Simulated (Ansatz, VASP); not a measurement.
**One calculation of Pb, two programs**

```
Pb
1.0
     0.00000    2.49502    2.49502
     2.49502    0.00000    2.49502
     2.49502    2.49502    0.00000
Pb
1
Direct
  0.00000 0.00000 0.00000
```

Change from the starting cell: volume scaled by 0.97, PAW files.

Alike in both runs: task electric field gradients; functional PBE; k mesh 13 × 13 × 13; occupations fermi-dirac, width 0.05 eV; no spin polarisation.

|  | VASP | Ansatz |
| --- | --- | --- |
| version | VASP 6.6.1 | Ansatz 0.2.0 |
| potentials or method | VASP PAW PBE potentials, release 64 (Pb_d) | PAW with Ansatz's default frozen-core files, scalar-relativistic |
| plane-wave cutoff (eV) | 520 | 420 |
| valence electrons in the cell | 14 | 14 |

|  | VASP | Ansatz | Ansatz less VASP |
| --- | --- | --- | --- |
| pressure (GPa) | 1.2 | 1.3 | +0.06 |

Spin-orbit coupling is off throughout.
